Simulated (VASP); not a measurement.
A run of VASP 6.6.1 is set up as follows.

The input INCAR:

```
PREC     = Accurate       # precision mode
ENCUT    = 520            # plane-wave cutoff, eV
EDIFF    = 1E-6           # SCF threshold, eV
ISMEAR   = 0              # smearing method
SIGMA    = 0.1            # smearing width, eV
LREAL    = F              # projectors in reciprocal space
LASPH    = T              # aspherical terms in the spheres
NELM     = 100            # most SCF steps
ALGO     = Normal         # electronic algorithm
ISIF     = 2              # what is computed and relaxed
LWAVE    = F              # write WAVECAR
LCHARG   = F              # write CHGCAR
GGA      = PE             # functional
NBANDS   = 8              # bands
```

Contents of KPOINTS:

```
Automatic mesh
0
Gamma
  10 8 8
```

The input POSCAR:

```
B
1.0
    1.7656872500      0.0000000000      0.0000000000
    0.0000000000      2.0904689100      0.0000000000
   -0.7062761400      0.0000000000      1.9213275100
B
1
Direct
    0.0000000000      0.5000000000      0.5000000000
```

Potentials or basis: VASP PAW PBE potentials, release 64 (B).

Command:

```bash
$ cat potpaw_PBE.64/B/POTCAR > POTCAR
$ mpirun -np 1 vasp_std > vasp.out
```

What does it give for the band gap on the k mesh?

Zero (an odd number of electrons rules out a gap without spin polarisation).

Predict the pressure.

-16.5 GPa.

Stress tensor (GPa, compression positive):
```
-33.57   0.00  10.34
  0.00  10.58   0.00
 10.34   0.00 -26.43
```

Caveat: the k points lie up to 0.41 Å⁻¹ apart, too coarse for converged energies and pressures of a metal.
